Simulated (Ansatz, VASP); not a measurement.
# Ba3Br2: VASP beside Ansatz

File INCAR:

```
SYSTEM = Ba3Br2
PREC     = Accurate       ! precision mode
ENCUT    = 520            ! plane-wave cutoff, eV
EDIFF    = 1E-7           ! SCF threshold, eV
ISMEAR   = 0              ! smearing method
SIGMA    = 0.1            ! smearing width, eV
LREAL    = .FALSE.        ! projectors in reciprocal space
LASPH    = .TRUE.         ! aspherical terms in the spheres
NELM     = 100            ! most SCF steps
ALGO     = Normal         ! electronic algorithm
ISIF     = 2              ! what is computed and relaxed
LWAVE    = .FALSE.        ! write WAVECAR
LCHARG   = .FALSE.        ! write CHGCAR
GGA      = PE             ! functional
NBANDS   = 30             ! bands
```

The input KPOINTS:

```
Automatic mesh
0
G
  6 6 4
  0 0 0
```

File POSCAR:

```
Ba3Br2
1.0
    5.0003572489      0.0000000000      0.0000000000
   -2.5001786244      4.3304364055      0.0000000000
    0.0000000000      0.0000000000      7.7797436385
Ba Br
3 2
Direct
    0.0000000000      0.0000000000      0.0000000000
    0.3333333333      0.6666666667      0.6450000000
    0.6666666667      0.3333333333      0.3550000000
    0.3333333333      0.6666666667      0.2450000000
    0.6666666667      0.3333333333      0.7550000000
```

Input for Ansatz:

```yaml
crystal:
  lattice:
    - [5.0003572489, 0.0, 0.0]
    - [-2.5001786244, 4.3304364055, 0.0]
    - [0.0, 0.0, 7.7797436385]
  atoms:
    - { symbol: Ba, position: [0.0, 0.0, 0.0] }
    - { symbol: Ba, position: [0.3333333333, 0.6666666667, 0.645] }
    - { symbol: Ba, position: [0.6666666667, 0.3333333333, 0.355] }
    - { symbol: Br, position: [0.3333333333, 0.6666666667, 0.245] }
    - { symbol: Br, position: [0.6666666667, 0.3333333333, 0.755] }
basis:
  ecutwfc: 420
kpoints:
  mp_grid: { grid: [6, 6, 4] }
hamiltonian:
  xc: pbe
scf:
  occupations: { method: gaussian, width: 0.1 }
  lower_state_search: "off"
output:
  forces: true
  stress: true
  eigenvalues: true
```

Alike in both runs: task single point; functional PBE; k mesh 6 × 6 × 4; occupations gaussian, width 0.1 eV; no spin polarisation.

```csv
,VASP,Ansatz
version,VASP 6.6.1,Ansatz 0.2.0
potentials or method,"VASP PAW PBE potentials, release 64 (Ba_sv, Br), cutoff 520 eV","scalar-relativistic, plane waves, PAW"
valence electrons in the cell,44,44
```

Ansatz gave:

```
gap on the k mesh at the Fermi level (eV)                     : none
pressure (GPa)                                                : 7.1
traceless stress, the component that is largest in VASP (GPa) : 0.42
rms of the force components (eV/Å)                            : 0.606
```

Question: Estimate VASP's values.

Answer: gap on the k mesh at the Fermi level (eV): none; pressure (GPa): 7.9; traceless stress, the component that is largest in VASP (GPa): 0.35; rms of the force components (eV/Å): 0.637.

Atom by atom the forces differ by 0.034 eV/Å (rms over components). A gap of «none» marks a metal or a gap that the smearing closes.

Spin-orbit coupling is off throughout.
